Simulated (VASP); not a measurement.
A run of VASP 6.6.1 is set up as follows.

File INCAR:

```
  PREC = Accurate
  ENCUT = 520
  EDIFF = 1E-6
  ISMEAR = -1
  SIGMA = 0.1
  LREAL = F
  LASPH = T
  NELM = 100
  ALGO = Normal
  ISIF = 2
  LWAVE = F
  LCHARG = F
  GGA = PS
  NBANDS = 19
```

Contents of KPOINTS:

```
Automatic mesh
0
Gamma
  11 11 11
```

The input POSCAR:

```
Cr
1.0
    0.0000000000      2.5065700399      2.5065700399
    2.5065700399      0.0000000000      2.5065700399
    2.5065700399      2.5065700399      0.0000000000
Cr
2
Direct
    0.1250000000      0.1250000000      0.1250000000
    0.8750000000      0.8750000000      0.8750000000
```

Potentials or basis: VASP PAW PBE potentials, release 64 (Cr_pv).

Command:

```sh
$ cat potpaw_PBE.64/Cr_pv/POTCAR > POTCAR
$ mpirun -np 1 vasp_std > vasp.out
```

Question: Predict the band gap on the k mesh.

Answer: Zero (bands 12 and 13 overlap by 0.61 eV).

Question: What does it give for the pressure?

Answer: 0.3 GPa.

Caveat: the PAW data sets were made with another functional, which shifts forces and pressure a little; the run has no spin polarisation, though such a crystal can be magnetic. Spin polarisation is off, so any magnetic state and its effect on volume and gap are missing.
